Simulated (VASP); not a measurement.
A run of VASP 6.6.1 is set up as follows.

INCAR

```
PREC = Accurate ; ENCUT = 520
EDIFF = 1E-6 ; ISMEAR = -1
SIGMA = 0.15 ; LREAL = F
LASPH = T ; NELM = 60
ALGO = Fast ; ISIF = 2
LWAVE = F ; LCHARG = F
GGA = PE ; NBANDS = 26
```

KPOINTS

```
regular mesh
0
Gamma
  18 18 6
```

The input POSCAR:

```
Ag3B
1.0
    3.0062246919      0.0000000000      0.0000000000
   -1.5031123459      2.6034669526      0.0000000000
    0.0000000000      0.0000000000      7.8140050348
Ag B
3 1
Direct
    0.6666666667      0.3333333333      0.5000000000
    0.3333333333      0.6666666667      0.1929607398
    0.3333333333      0.6666666667      0.8070392602
    0.6666666667      0.3333333333      0.0000000000
```

Potentials or basis: VASP PAW PBE potentials, release 64 (Ag, B).

The run is started by

```bash
$ cat potpaw_PBE.64/Ag/POTCAR potpaw_PBE.64/B/POTCAR > POTCAR
$ mpirun -np 1 vasp_std > vasp.out
```

**Question.** Estimate the band gap on the k mesh.

**Answer.** Zero (bands 18 and 19 overlap by 2.16 eV).

**Question.** Estimate the largest force.

**Answer.** 0.009 eV/Å.

**Question.** Estimate the pressure.

**Answer.** -0.1 GPa.

Forces on the atoms (eV/Å):
```
Ag   0.000  0.000  0.000
Ag   0.000  0.000  0.009
Ag   0.000  0.000 -0.009
B    0.000  0.000  0.000
```
